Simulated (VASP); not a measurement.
Crystal: Be2C.

```
Be C
1.0
     0.00000    2.16500    2.16500
     2.16500    0.00000    2.16500
     2.16500    2.16500    0.00000
Be C
2 1
Direct
  0.25000 0.25000 0.25000
  0.75000 0.75000 0.75000
  0.00000 0.00000 0.00000
```

Base run:

```yaml
Program: VASP 6.6.1
Functional: PBE-based global hybrid with 10 % exact exchange
Potentials_or_basis: VASP PAW PBE potentials, release 64 (Be, C)
Cutoff: 520 eV
k_mesh: 6 × 6 × 6
Occupations: gaussian, width 0.05 eV
Spin: no spin polarisation
```

Its results: band gap on the k mesh 1.73 eV (least direct gap 4.80 eV); pressure -1.2 GPa.

Q: The run is repeated on the same cell with these changes: functional from PBE-based global hybrid with 10 % exact exchange to PBE-based screened hybrid with 20 % exact exchange; share of exact exchange from 0.1 to 0.2. What comes out?

A: Band gap on the k mesh 1.74 eV (least direct gap 4.91 eV); pressure -2.5 GPa.

Caveats: the PAW data sets were made with another functional, which shifts forces and pressure a little.

A k mesh can miss the band edges.
